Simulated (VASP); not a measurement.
Here is a VASP 6.6.1 calculation.

INCAR

```
ALGO = Normal ; EDIFF = 1E-8
ENCUT = 520 ; GGA = PE
ISIF = 2 ; ISMEAR = -1
ISPIN = 2 ; LASPH = True
LCHARG = False ; LEFG = True
LMAXMIX = 6 ; LORBIT = 11
LREAL = False ; LWAVE = False
MAGMOM = 6 ; NBANDS = 20
NELM = 150 ; PREC = Accurate
SIGMA = 0.05
```

The input KPOINTS:

```
k-points
0
Gamma
  13 13 13
```

POSCAR

```
Tb
1.0
   -1.9798500000      1.9798500000      2.0100000000
    1.9798500000     -1.9798500000      2.0100000000
    2.0401500000      2.0401500000     -2.0100000000
Tb
1
Direct
    0.0000000000      0.0000000000      0.0000000000
```

Potentials or basis: VASP PAW PBE potentials, release 64 (Tb).

Command:

```sh
$ cat potpaw_PBE.64/Tb/POTCAR > POTCAR
$ mpirun -np 1 vasp_std > vasp.out
```

Question: What does it give for the site moments?

Answer: Tb +5.67 μB.

Question: Estimate the net moment.

Answer: 5.86 μB per cell.

Question: Predict the pressure.

Answer: 0.2 GPa.

Electric field gradients, principal values (V/Å²):
| atom | least | middle | greatest (by size) |
| --- | --- | --- | --- |
| 1 Tb | -0.200 | -26.973 | 27.173 |

Caveat: the cell differs from its parent crystal (xy shear strain of +3 %); the magnetic or orbital state may not be the lowest; without QUAD_EFG the Cq values of the log hold for a quadrupole moment of 1 mb, not for the nuclei. The state reached can hang on the start; a lower one may exist.
